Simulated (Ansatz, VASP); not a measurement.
## Ca2SeO in VASP and in Ansatz

```
O Ca Se
1.0
     3.88286    0.00000    0.00000
     0.00000    3.88286    0.00000
     0.00000    0.00000    5.49445
O Ca Se
1 2 1
Direct
  0.00000 0.00000 0.00000
  0.00000 0.00000 0.50000
  0.50000 0.50000 0.00000
  0.50000 0.50000 0.50000
```

Alike in both runs: task single point; functional PBE-based screened hybrid with a share of 0.4 of exact exchange and HFSCREEN = 0.1; k mesh 4 × 4 × 2; no spin polarisation.

|  | VASP | Ansatz |
| --- | --- | --- |
| version | VASP 6.6.1 | Ansatz 0.2.0 |
| potentials or method | VASP PAW PBE potentials, release 64 (O, Ca_sv, Se) | plane waves |
| plane-wave cutoff (eV) | 520 | 420 |
| occupations | gaussian, width 0.01 eV | fixed |
| valence electrons in the cell | 32 | 42 |

Ansatz gave:

| Quantity | Value |
| --- | --- |
| gap on the k mesh at the Fermi level (eV) | 4.49 |
| pressure (GPa) | -0.2 |

Which values does VASP return?

gap on the k mesh at the Fermi level (eV): 4.52; pressure (GPa): -0.2.

VASP's potentials were made for PBE, not for PBE-based screened hybrid. VASP's potentials hold 32 valence electrons a cell and Ansatz's 42, so a difference there can come from the potentials and not from the codes. Ansatz's warnings: stress exchange threshold loose, stress scf threshold loose.

The k mesh is coarse, so the values compare programs but aren't converged.
